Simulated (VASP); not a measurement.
# Cu in VASP: further runs

Runs on Cu. Level: LDA. Tasks: single point, relaxation of the atoms.

Program: VASP 6.6.1. These are calculated values, not measurements. Logs are shortened: lines on timing, memory, paths and dates and some standing lists are left out, and cuts for length are marked.

## 1. The cell of the first run

The cell holds a slab with vacuum, 12 atoms: a = 4.976 Å, b = 4.976 Å, c = 19.502 Å, α = 90.00°, β = 90.00°, γ = 120.00°.

## 2. Single point, LDA

Contents of INCAR:

```
PREC     = Accurate       # precision mode
ENCUT    = 520            # plane-wave cutoff, eV
EDIFF    = 1E-6           # SCF threshold, eV
ISMEAR   = 0              # smearing method
SIGMA    = 0.1            # smearing width, eV
LREAL    = False          # projectors in reciprocal space
LASPH    = True           # aspherical terms in the spheres
NELM     = 100            # most SCF steps
ALGO     = Fast           # electronic algorithm
ISIF     = 2              # what is computed and relaxed
LWAVE    = False          # write WAVECAR
LCHARG   = True           # write CHGCAR
LDIPOL   = True         
IDIPOL   = 3            
DIPOL    = 0.5 0.5 0.308
LELF     = True           # ELF
LVHAR    = True         
LVACPOTAV= True         
NBANDS   = 78             # bands
```

Contents of KPOINTS:

```
Automatic mesh
0
Gamma
  6 6 1
```

Contents of POSCAR:

```
Cu
1.0
    4.9761055516      0.0000000000      0.0000000000
   -2.4880527758      4.3094338196      0.0000000000
    0.0000000000      0.0000000000     19.5024151607
Cu
12
Direct
    0.3333333333      0.1666666667      0.2051028022
    0.3333333333      0.6666666667      0.2051028022
    0.8333333333      0.1666666667      0.2051028022
    0.8333333333      0.6666666667      0.2051028022
    0.1666666667      0.3333333333      0.3077257135
    0.1666666667      0.8333333333      0.3077257135
    0.6666666667      0.3333333333      0.3077257135
    0.6666666667      0.8333333333      0.3077257135
    0.0000000000      0.0000000000      0.4103294435
    0.0000000000      0.5000000000      0.4103294435
    0.5000000000      0.0000000000      0.4103294435
    0.5000000000      0.5000000000      0.4103294435
```

Potentials or basis: VASP PAW LDA potentials, release 64 (Cu).

Started as:

```sh
$ cat potpaw_LDA.64/Cu/POTCAR > POTCAR
$ mpirun -np 1 vasp_std > vasp.out
```

OUTCAR:

```text
PREC = Accurate
   ENCUT = 520
   EDIFF = 1E-6
   ISMEAR = 0
   LREAL = False
   LASPH = True
   NELM = 100
   ISIF = 2

 ion  position               nearest neighbor table
   1  0.333  0.167  0.205-   5 2.46   7 2.46   6 2.46   3 2.49   3 2.49   2 2.49   2 2.49   4 2.49
                             4 2.49
   2  0.333  0.667  0.205-   6 2.46   8 2.46   5 2.46   4 2.49   4 2.49   3 2.49   1 2.49   1 2.49
                             3 2.49
   3  0.833  0.167  0.205-   7 2.46   5 2.46   8 2.46   1 2.49   1 2.49   2 2.49   4 2.49   4 2.49
                             2 2.49
   4  0.833  0.667  0.205-   8 2.46   6 2.46   7 2.46   2 2.49   2 2.49   1 2.49   3 2.49   3 2.49
                             1 2.49
   5  0.167  0.333  0.308-  12 2.46   9 2.46  10 2.46   1 2.46   3 2.46   2 2.46   7 2.49   7 2.49
                             6 2.49   6 2.49   8 2.49   8 2.49
   6  0.167  0.833  0.308-  11 2.46  10 2.46   9 2.46   2 2.46   4 2.46   1 2.46   8 2.49   8 2.49
                             7 2.49   5 2.49   5 2.49   7 2.49
   7  0.667  0.333  0.308-  10 2.46  11 2.46  12 2.46   3 2.46   1 2.46   4 2.46   5 2.49   5 2.49
                             6 2.49   8 2.49   8 2.49   6 2.49
   8  0.667  0.833  0.308-   9 2.46  12 2.46  11 2.46   4 2.46   2 2.46   3 2.46   6 2.49   6 2.49
                             5 2.49   7 2.49   7 2.49   5 2.49
   9  0.000  0.000  0.410-   8 2.46   5 2.46   6 2.46  11 2.49  11 2.49  12 2.49  10 2.49  10 2.49
[... 14 lines left out ...]
 A1 = (   4.9761055516,   0.0000000000,   0.0000000000)
 A2 = (  -2.4880527758,   4.3094338196,   0.0000000000)
 A3 = (   0.0000000000,   0.0000000000,  19.5024151607)

Analysis of symmetry for initial positions (statically):
=====================================================================
 Subroutine PRICEL returns following result:

  LATTYP: Found a hexagonal cell.
 ALAT       =     2.4880527758
 C/A-ratio  =     7.8384250328

  Lattice vectors:

 A1 = (   2.4880527758,   0.0000000000,   0.0000000000)
 A2 = (  -1.2440263879,   2.1547169098,   0.0000000000)
 A3 = (   0.0000000000,   0.0000000000,  19.5024151607)

   4 primitive cells build up your supercell.

 Routine SETGRP: Setting up the symmetry group for a
 hexagonal supercell.

 Subroutine GETGRP returns: Found  6 space group operations
 (whereof  6 operations were pure point group operations)
 out of a pool of 24 trial point group operations.

The static configuration has the point symmetry C_3v.

Analysis of symmetry for dynamics (positions and initial velocities):
=====================================================================
 Subroutine PRICEL returns following result:

  LATTYP: Found a hexagonal cell.
 ALAT       =     2.4880527758
 C/A-ratio  =     7.8384250328

  Lattice vectors:

 A1 = (   2.4880527758,   0.0000000000,   0.0000000000)
 A2 = (  -1.2440263879,   2.1547169098,   0.0000000000)
 A3 = (   0.0000000000,   0.0000000000,  19.5024151607)

   4 primitive cells build up your supercell.

 Routine SETGRP: Setting up the symmetry group for a
 hexagonal supercell.

 Subroutine GETGRP returns: Found  6 space group operations
 (whereof  6 operations were pure point group operations)
 out of a pool of 24 trial point group operations.

The dynamic configuration has the point symmetry C_3v.

 Subroutine INISYM returns: Found  6 space group operations
 (whereof  6 operations are pure point group operations),
 and found     4 'primitive' translations

----------------------------------------------------------------------------------------

                                     Primitive cell

  volume of cell :     104.5534

  direct lattice vectors                    reciprocal lattice vectors
     2.488052776  0.000000000  0.000000000     0.401920735  0.232049044  0.000000000
    -1.244026388  2.154716910  0.000000000     0.000000000  0.464098089  0.000000000
     0.000000000  0.000000000 19.502415161     0.000000000  0.000000000  0.051275701

  length of vectors
     2.488052776  2.488052776 19.502415161     0.464098089  0.464098089  0.051275701

  position of ions in fractional coordinates (direct lattice)
     0.666666667  0.333333333  0.205102802
     0.333333333  0.666666667  0.307725713
     0.000000000  0.000000000  0.410329443

  ion indices of the primitive-cell ions
   primitive index   ion index
                 1           1
                 2           5
                 3          11

----------------------------------------------------------------------------------------

 KPOINTS: Automatic mesh

Automatic generation of k-mesh.
 Grid dimensions read from file:
 generate k-points for:    6    6    1

 Generating k-lattice:

  Cartesian coordinates                     Fractional coordinates (reciprocal lattice)
     0.033493395  0.019337420  0.000000000     0.166666667  0.000000000  0.000000000
     0.000000000  0.038674841  0.000000000     0.000000000  0.166666667  0.000000000
     0.000000000  0.000000000  0.051275701     0.000000000  0.000000000  1.000000000

  Length of vectors
     0.038674841  0.038674841  0.051275701

  Shift w.r.t. Gamma in fractional coordinates (k-lattice)
     0.000000000  0.000000000  0.000000000

 Subroutine IBZKPT returns following result:
 ===========================================

 Found      7 irreducible k-points:

 Following reciprocal coordinates:
            Coordinates               Weight
  0.000000  0.000000  0.000000      1.000000
  0.166667 -0.000000  0.000000      6.000000
  0.333333  0.000000  0.000000      6.000000
  0.500000 -0.000000  0.000000      3.000000
  0.166667  0.166667  0.000000      6.000000
  0.333333  0.166667  0.000000     12.000000
  0.333333  0.333333  0.000000      2.000000
   k-points           NKPTS =      7   k-points in BZ     NKDIM =      7   number of bands    NBANDS=     78
   number of dos      NEDOS =    301   number of ions     NIONS =     12
   total plane-waves  NPLWV = 240000
   dimension x,y,z NGX =    40 NGY =   40 NGZ =  150
   dimension x,y,z NGXF=    80 NGYF=   80 NGZF=  300
   ions per type =              12
   NGX,Y,Z   is equivalent  to a cutoff of  13.36, 13.36, 12.79 a.u.
   NGXF,Y,Z  is equivalent  to a cutoff of  26.73, 26.73, 25.57 a.u.
 SYSTEM =  unknown system
   PREC   = accura    normal or accurate (medium, high low for compatibility)
   ISTART =      0    job   : 0-new  1-cont  2-samecut
   ICHARG =      2    charge: 1-file 2-atom 10-const
   ISPIN  =      1    spin polarized calculation?
   LNONCOLLINEAR =      F non collinear calculations
   LSORBIT =      F    spin-orbit coupling
   LASPH  =      T    aspherical Exc in radial PAW
   ENCUT  =  520.0 eV  38.22 Ry    6.18 a.u.   9.25  9.25 36.26*2*pi/ulx,y,z
   NELM   =    100;   NELMIN=  2; NELMDL= -5     # of ELM steps
   EDIFF  = 0.1E-05   stopping-criterion for ELM
   LREAL  =      F    real-space projection
   EDIFFG = 0.1E-04   stopping-criterion for IOM
   NSW    =      0    number of steps for IOM
   IBRION =     -1    ionic relax: 0-MD 1-quasi-New 2-CG
   NFREE  =      0    steps in history (QN), initial steepest desc. (CG)
   ISIF   =      2    stress and relaxation
   ISYM   =      2    0-nonsym 1-usesym 2-fastsym
   POTIM  = 0.5000    time-step for ionic-motion
   TEBEG  =    0.0;   TEEND  =   0.0 temperature during run
   PSTRESS=    0.0 pullay stress
   NELECT =     132.0000    total number of electrons
   NUPDOWN=      -1.0000    fix difference up-down
   EMIN   =  10.00;   EMAX   =-10.00  energy-range for DOS
   EFERMI =   0.00;   METHOD = LEGACY
   ISMEAR =     0;   SIGMA  =   0.10  broadening in eV -4-tet -1-fermi 0-gaus
   EFERMI_NEDOS =   21; number of points for ismear=-14 and -15
   IALGO  =     68    algorithm
   IMIX   =      4    mixing-type and parameters
     AMIX     =   0.40;   BMIX     =  1.00
     AMIX_MAG =   1.60;   BMIX_MAG =  1.00
  volume/ion in A,a.u.               =      34.85       235.19
  Fermi-wavevector in a.u.,A,eV,Ry     =   1.114637  2.106358 16.904087  1.242415
  Thomas-Fermi vector in A             =   2.251234
   LORBIT       =      0    0 simple, 1 ext, 2 COOP (PROOUT), +10 PAW based schemes
   GGA     = CA    functional components
   LHFCALC =     F    Hartree Fock is set to
   AEXX    =    0.0000 exact exchange contribution
   IVDW    =     0    specifies the selected vdW correction
   LEPSILON=     F    determine dielectric tensor
   LRPA    =     F    only Hartree local field effects (RPA)
 non-spin polarized calculation
 RMM-DIIS sequential band-by-band and
 Gauss-broadening in eV      SIGMA  =   0.10
  energy-cutoff  :      520.00
  volume of cell :      418.21
 maximum number of plane-waves:     11293
 NGX is ok and might be reduce to    40

 dipolmoment           0.000000      0.000000      0.000063 electrons x Angstroem

 number of electron     131.9999977 magnetization

 dipolmoment           0.000000      0.000000     -0.000021 electrons x Angstroem

 Free energy of the ion-electron system (eV)
  ---------------------------------------------------
  ext. energy  EPLUGINS =         0.00000000
  ---------------------------------------------------
  free energy    TOTEN  =       -51.59318425 eV

  energy without entropy =      -51.52350569  energy(sigma->0) =      -51.55834497

 E-fermi :  -0.8507     XC(G=0):  -5.2191

 val. band max:       -0.8571053099   @ k =   0.1667  -0.0000   0.0000
 cond. band min:      -0.8250185704   @ k =   0.3333   0.0000   0.0000
 fundamental gap:      0.0320867395
 Fermi energy:        -0.8507076291

 k-point     1 :       0.0000    0.0000    0.0000
  band No.  band energies     occupation
      1     -10.0801      2.00000
      2      -7.9160      2.00000
      3      -6.4802      2.00000
      4      -6.1101      2.00000
      5      -6.1101      2.00000
      6      -6.1101      2.00000
[... 556 lines left out ...]
     77       5.7715      0.00000
     78       6.0185      0.00000

------------------------ aborting loop because EDIFF is reached ----------------------------------------

  FORCE on cell =-STRESS in cart. coord.  units (eV):
  Direction    XX          YY          ZZ          XY          YZ          ZX
  --------------------------------------------------------------------------------------
  -------------------------------------------------------------------------------------
  Total       -4.7092287     -4.7092287      0.3283680      0.0000000      0.0000000      0.0000000
  in kB      -18.0410648    -18.0410648      1.2579785      0.0000000      0.0000000      0.0000000
  external PRESSURE =     -11.6080504 kB  Pullay stress =       0.0000000 kB

 VOLUME and BASIS-vectors are now :
 -----------------------------------------------------------------------------
  energy-cutoff  :      520.00
  volume of cell :      418.21
      direct lattice vectors                 reciprocal lattice vectors
     4.976105552  0.000000000  0.000000000     0.200960367  0.116024522  0.000000000
    -2.488052776  4.309433820  0.000000000     0.000000000  0.232049044  0.000000000
     0.000000000  0.000000000 19.502415161     0.000000000  0.000000000  0.051275701

 POSITION                                       TOTAL-FORCE (eV/Angst)
 -----------------------------------------------------------------------------------
      1.24403      0.71824      4.00000         0.000000     -0.000000     -0.023495
     -0.00000      2.87296      4.00000         0.000000      0.000000     -0.023495
      3.73208      0.71824      4.00000        -0.000000      0.000000     -0.023495
      2.48805      2.87296      4.00000         0.000000      0.000000     -0.023495
      0.00000      1.43648      6.00139        -0.000000      0.000000     -0.002624
     -1.24403      3.59119      6.00139        -0.000000     -0.000000     -0.002624
      2.48805      1.43648      6.00139        -0.000000      0.000000     -0.002624
      1.24403      3.59119      6.00139        -0.000000     -0.000000     -0.002624
      0.00000      0.00000      8.00242        -0.000000     -0.000000      0.026118
     -1.24403      2.15472      8.00242        -0.000000      0.000000      0.026118
      2.48805      0.00000      8.00242        -0.000000     -0.000000      0.026118
      1.24403      2.15472      8.00242        -0.000000     -0.000000      0.026118
 -----------------------------------------------------------------------------------
    total drift:                               -0.000000     -0.000001      0.002040

  FREE ENERGIE OF THE ION-ELECTRON SYSTEM (eV)
  ---------------------------------------------------
  free  energy   TOTEN  =       -51.5931842465 eV

  energy  without entropy=      -51.5235056917  energy(sigma->0) =      -51.55834497

 vacuum level on the upper side and lower side of the slab         4.263         4.263
```

It took 9 min on 1 thread of Intel Xeon Platinum 8259CL at 2.50GHz (Skylake/Cascade Lake), shared host; peak memory 0.45 GiB.

Results:

```
Free energy            : -51.5932 eV
Largest force          : 0.026 eV/Å
Band gap on the k mesh : zero (bands 66 and 67 overlap by 0.42 eV)
```

Forces in eV/Å, atoms in the order of the input:
```
Cu   0.000  0.000 -0.023
Cu   0.000  0.000 -0.023
Cu   0.000  0.000 -0.023
Cu   0.000  0.000 -0.023
Cu   0.000  0.000 -0.003
Cu   0.000  0.000 -0.003
Cu   0.000  0.000 -0.003
Cu   0.000  0.000 -0.003
Cu   0.000  0.000  0.026
Cu   0.000  0.000  0.026
Cu   0.000  0.000  0.026
Cu   0.000  0.000  0.026
```

Levels at points of the mesh, in eV from the Fermi level:
| k point | band 63 | band 64 | band 65 | band 66 | band 67 | band 68 | band 69 | band 70 |
| --- | --- | --- | --- | --- | --- | --- | --- | --- |
| (0.00, 0.00, 0.00) | -1.39 | -0.18 | -0.02 | -0.02 | -0.02 | 1.24 | 1.24 | 1.24 |
| (0.50, 0.00, 0.00) | -1.59 | -1.59 | 0.05 | 0.05 | 0.38 | 0.38 | 1.29 | 1.29 |

## 3. Relaxation of the atoms, LDA

This run uses another cell than the first one: it holds 3 atoms, not 12.

Contents of INCAR:

```
SYSTEM = Cu
PREC = Accurate ; ENCUT = 520
EDIFF = 1E-6 ; ISMEAR = 0
SIGMA = 0.1 ; LREAL = .False.
LASPH = .True. ; NELM = 60
ALGO = Normal ; ISIF = 2
LWAVE = .False. ; LCHARG = .False.
LDIPOL = .True. ; IDIPOL = 3
DIPOL = 0.5 0.5 0.500 ; GGA = CA
IBRION = 2 ; NSW = 70
EDIFFG = -0.03
```

Contents of KPOINTS:

```
regular mesh
0
Gamma
  12 12 1
  0 0 0
```

Contents of POSCAR:

```
Cu
1.0
    2.4880527758      0.0000000000      0.0000000000
   -1.2440263879      2.1547169098      0.0000000000
    0.0000000000      0.0000000000     18.0629731692
Cu
3
Selective dynamics
Direct
    0.6666666667      0.3333333333      0.3875331007  F F F
    0.3333333333      0.6666666667      0.5000000000  T T T
    0.0000000000      0.0000000000      0.6124668993  T T T
```

Potentials or basis: VASP PAW LDA potentials, release 64 (Cu).

Started as:

```sh
$ cat potpaw_LDA.64/Cu/POTCAR > POTCAR
$ mpirun -np 1 vasp_std > vasp.out
```

Run time: 3.5 min. Hardware: 1 thread of Intel Xeon Platinum 8259CL at 2.50GHz (Skylake/Cascade Lake), shared host; peak memory 0.19 GiB.

Results (log left out):

```yaml
Free_energy: -12.8982 eV
Energy_gained_by_relaxing: 0.9 meV/atom
Ionic_steps: 8
Band_gap_on_the_k_mesh: zero (an odd number of electrons rules out a gap without spin polarisation)
```

Step by step:
```
step  energy change (eV)  largest force on free atoms (eV/Å)  pressure (GPa)
   1              0.0000                              0.1005           -1.88
   2             -0.0004                              0.0805           -1.83
   3             -0.0011                              0.0883           -1.68
   4             -0.0012                              0.1068           -1.64
   5             -0.0016                              0.0917           -1.60
   6             -0.0023                              0.0426           -1.47
   7             -0.0022                              0.0608           -1.25
   8             -0.0026                              0.0013           -1.42
```

Final structure:
```yaml
crystal:
  lattice:
    - [2.48805, 0.00000, 0.00000]
    - [-1.24403, 2.15472, 0.00000]
    - [0.00000, 0.00000, 18.06297]
  atoms:
    - { symbol: Cu, position: [0.66667, 0.33333, 0.38753] }
    - { symbol: Cu, position: [0.33333, 0.66667, 0.49864] }
    - { symbol: Cu, position: [0.00000, 0.00000, 0.60973] }
```

Levels at points of the mesh, in eV from the Fermi level:
```tsv
k point	band 13	band 14	band 15	band 16	band 17	band 18	band 19	band 20
(0.00, 0.00, 0.00)	-2.28	-1.93	-1.93	-1.67	-1.67	-1.65	-0.19	4.49
(0.50, 0.00, 0.00)	-1.69	-1.40	-1.39	-0.02	1.24	1.65	4.96	6.07
```
